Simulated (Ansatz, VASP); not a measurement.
**Two plane-wave programs on PbS**

```
Pb S
1.0
     0.00000    2.96575    2.96575
     2.96575    0.00000    2.96575
     2.96575    2.96575    0.00000
Pb S
1 1
Cartesian
  0.0000 0.0000 0.0000
  2.9657 2.9657 2.9657
```

Alike in both runs: functional RPBE; k mesh 5 × 5 × 5; occupations fermi-dirac, width 0.05 eV; no spin polarisation.

|  | VASP | Ansatz |
| --- | --- | --- |
| version | VASP 6.6.1 | Ansatz 0.2.0 |
| potentials or method | VASP PAW PBE potentials, release 64 (Pb_d, S) | Ansatz PAW |
| plane-wave cutoff (eV) | 520 | 420 |
| valence electrons in the cell | 20 | 20 |
| task | single point | band structure |

```csv
,VASP,Ansatz,Ansatz less VASP
pressure (GPa),3.9,4.0,+0.09
```

VASP's potentials were made for PBE, not for RPBE. With one functional, cell and mesh, what is left measures potentials, basis and numerics.

Spin-orbit coupling is off throughout.
